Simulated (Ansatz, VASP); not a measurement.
**Ni: VASP beside Ansatz**

```
CELL_PARAMETERS angstrom
4.23685 0.00000 0.00000
0.00000 4.01857 0.00000
0.00000 0.00000 17.22310
ATOMIC_POSITIONS crystal
Ni 0.08333 0.75000 0.46449
Ni 0.41667 0.25000 0.46449
Ni 0.58333 0.75000 0.53551
Ni 0.91667 0.25000 0.53551
```

Alike in both runs: task single point; functional PBEsol; k mesh 10 × 10 × 1; occupations fermi-dirac, width 0.05 eV; collinear spin.

|  | VASP | Ansatz |
| --- | --- | --- |
| version | VASP 6.6.1 | Ansatz 0.2.0 |
| potentials or method | VASP PAW PBE potentials, release 64 (Ni) | PAW with Ansatz's default frozen-core files, scalar-relativistic |
| plane-wave cutoff (eV) | 520 | 420 |
| valence electrons in the cell | 40 | 72 |

VASP gave:

```
rms of the force components (eV/Å)                            : 0.668
net moment per atom (μB)                                      : 0.77
size of the moment on the site where the two differ most (μB) : 0.78
```

**Question.** What did Ansatz give for the same quantities?

**Answer.** rms of the force components (eV/Å): 0.681; net moment per atom (μB): 0.78; size of the moment on the site where the two differ most (μB): 0.81.

VASP's potentials were made for PBE, not for PBEsol. Site moments also hang on the region over which each program counts them. Atom by atom the forces differ by 0.014 eV/Å (rms over components). VASP's potentials hold 40 valence electrons a cell and Ansatz's 72, so a difference there can come from the potentials and not from the codes.
